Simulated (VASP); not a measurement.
A run of VASP 6.6.1 is set up as follows.

The input INCAR:

```
SYSTEM = Ge
PREC = Accurate ; ENCUT = 520
EDIFF = 1E-6 ; ISMEAR = -1
SIGMA = 0.05 ; LREAL = .False.
LASPH = .True. ; NELM = 60
ALGO = Normal ; ISIF = 2
LWAVE = .False. ; LCHARG = .False.
NBANDS = 36
```

File KPOINTS:

```
regular mesh
0
Gamma
  8 8 4
  0 0 0
```

The input POSCAR:

```
Ge
1.0
    3.9617816362      0.0000000000      0.0000000000
   -1.9808908181      3.4310035412      0.0000000000
    0.0000000000      0.0000000000      6.5239182994
Ge
4
Direct
    0.3333333333      0.6666666667      0.9372404142
    0.6666666667      0.3333333333      0.4372404142
    0.3333333333      0.6666666667      0.5627595858
    0.6666666667      0.3333333333      0.0627595858
```

Potentials or basis: VASP PAW LDA potentials, release 64 (Ge_d).

Launch:

```bash
$ cat potpaw_LDA.64/Ge_d/POTCAR > POTCAR
$ mpirun -np 1 vasp_std > vasp.out
```

(1) Estimate the band gap on the k mesh.

(2) Predict the pressure.

Answers

(1) zero (band 28 reaches 5.09 eV, above the bottom of band 29 at 5.05 eV).

(2) 0.2 GPa.
